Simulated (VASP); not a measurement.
Runs of VASP 6.6.1 on Ti2O. The structure is that of space group P-3m1 (No. 164), or close to it. The cells are those of the table. 

| cell | gap on the mesh (eV) | pressure (GPa) | largest force (eV/Å) |
| --- | --- | --- | --- |
| a = 2.798, b = 2.798, c = 4.516 Å, angles 90.0, 90.0, 120.0°, 3 atoms | none | (a) | 1.43 |
| a = 2.839, b = 2.839, c = 4.584 Å, angles 90.0, 90.0, 120.0°, 3 atoms | none | 19.5 | 1.45 |
| a = 2.995, b = 2.995, c = 4.835 Å, angles 90.0, 90.0, 120.0°, 3 atoms | none | -14.7 | 1.35 |
| a = 2.919, b = 2.919, c = 4.713 Å, angles 90.0, 90.0, 120.0°, 3 atoms | none | -1.2 | 1.43 |
| a = 3.032, b = 3.032, c = 4.894 Å, angles 90.0, 90.0, 120.0°, 3 atoms | none | -19.7 | 1.30 |
| a = 2.880, b = 2.880, c = 4.649 Å, angles 90.0, 90.0, 120.0°, 3 atoms | none | 8.1 | 1.45 |
| a = 2.958, b = 2.958, c = 4.775 Å, angles 90.0, 90.0, 120.0°, 3 atoms | none | (b) | (c) |

Alike in all rows: task single point; level LDA; potentials or basis VASP PAW LDA potentials, release 64 (Ti_sv, O); no spin polarisation; k mesh 11 × 11 × 6; cutoff (eV) 520; smearing fermi-dirac 0.1 eV.

Question: Estimate the missing entries.

Answer: (a) 33.6; (b) -8.7; (c) 1.39.

Caveats: forces of over 1 eV/Å act on the atoms, so gaps and moduli don't describe the material at rest.

A gap of «none» marks levels without a gap at the run's occupations.
